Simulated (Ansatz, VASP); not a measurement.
# RuS2: VASP beside Ansatz

```
CELL_PARAMETERS angstrom
5.63061 0.00000 0.00000
0.00000 5.63061 0.00000
0.00000 0.00000 5.63061
ATOMIC_POSITIONS crystal
Ru 0.00000 0.50000 0.50000
Ru 0.50000 0.50000 0.00000
Ru 0.50000 0.00000 0.50000
Ru 0.00000 0.00000 0.00000
S 0.38820 0.11180 0.88820
S 0.11180 0.88820 0.38820
S 0.88820 0.38820 0.11180
S 0.61180 0.61180 0.61180
S 0.38820 0.38820 0.38820
S 0.11180 0.61180 0.88820
S 0.88820 0.11180 0.61180
S 0.61180 0.88820 0.11180
```

Alike in both runs: task electric field gradients; functional PBE; k mesh 5 × 5 × 5; occupations fermi-dirac, width 0.02 eV; collinear spin.

|  | VASP | Ansatz |
| --- | --- | --- |
| version | VASP 6.6.1 | Ansatz 0.2.0 |
| potentials or method | VASP PAW PBE potentials, release 64 (Ru_pv, S) | plane-wave PAW, scalar-relativistic |
| plane-wave cutoff (eV) | 520 | 420 |
| valence electrons in the cell | 104 | 112 |

```tsv
	VASP	Ansatz	Ansatz less VASP
gap on the k mesh at the Fermi level (eV)	0.74	0.74	+0.003
pressure (GPa)	1.4	1.7	+0.28
rms of the force components (eV/Å)	0.089	0.111	+0.0220
net moment per atom (μB)	0.00	0.00	0.000
size of Vzz on the site where it differs most (V/Å²)	31.6	47.1	+15.50
```

Atom by atom the forces differ by 0.022 eV/Å (rms over components). VASP's potentials hold 104 valence electrons a cell and Ansatz's 112, so a difference there can come from the potentials and not from the codes. Ansatz's warnings: seeded moment not kept.
